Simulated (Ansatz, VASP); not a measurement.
**Two plane-wave programs on SnTe**

```
Sn Te
1.0
     0.00000    3.23708    3.23708
     3.23708    0.00000    3.23708
     3.23708    3.23708    0.00000
Sn Te
1 1
Direct
  0.00000 0.00000 0.00000
  0.50000 0.50000 0.50000
```

Alike in both runs: task single point; functional PBE; k mesh 6 × 6 × 6; occupations fermi-dirac, width 0.02 eV; no spin polarisation.

```csv
,VASP,Ansatz
version,VASP 6.6.1,Ansatz 0.2.0
potentials or method,"VASP PAW PBE potentials, release 64 (Sn_d, Te)","plane waves, PAW"
plane-wave cutoff (eV),520,420
valence electrons in the cell,20,30
```

|  | VASP | Ansatz | Ansatz less VASP |
| --- | --- | --- | --- |
| pressure (GPa) | -1.1 | -1.1 | +0.07 |

The functional is the same, so the differences come from potentials, cutoffs and numerics. VASP's potentials hold 20 valence electrons a cell and Ansatz's 30, so a difference there can come from the potentials and not from the codes.

Spin-orbit coupling is off throughout.
